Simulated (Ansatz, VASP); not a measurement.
# Two plane-wave programs on SiO2

```xyz
12
Lattice="5.0837 0.0000 0.0000 0.0000 5.0837 0.0000 0.0000 0.0000 7.1009" Properties=species:S:1:pos:R:3 pbc="T T T"
Si    1.4939    1.4939    0.0000
Si    1.0480    4.0357    1.7752
Si    3.5898    3.5898    3.5504
Si    4.0357    1.0480    5.3257
O     1.2261    0.4751    1.2372
O     2.0668    3.7679    3.0124
O     3.8576    4.6086    4.7876
O     3.0169    1.3158    6.5628
O     3.7679    2.0668    4.0885
O     4.6086    3.8576    2.3133
O     1.3158    3.0169    0.5381
O     0.4751    1.2261    5.8637
```

Alike in both runs: functional PBE; k mesh 6 × 6 × 4; occupations gaussian, width 0.02 eV; no spin polarisation.

Ansatz relaxed the structure, and its values are those at the end. VASP's run is a single point on that final structure, the one shown.

|  | VASP | Ansatz |
| --- | --- | --- |
| version | VASP 6.6.1 | Ansatz 0.2.0 |
| potentials or method | VASP PAW PBE potentials, release 64 (Si, O), cutoff 520 eV | scalar-relativistic, plane waves, PAW |
| valence electrons in the cell | 64 | 64 |

VASP gave:

- gap on the k mesh at the Fermi level (eV): 5.51
- least direct gap on the mesh (eV): 5.51
- pressure (GPa): 0.1
- rms of the force components (eV/Å): 0.007

**Question.** Which values does Ansatz return?

**Answer.** gap on the k mesh at the Fermi level (eV): 5.51; least direct gap on the mesh (eV): 5.51; pressure (GPa): 0.0; rms of the force components (eV/Å): 0.002.

The functional is the same, so the differences come from potentials, cutoffs and numerics.
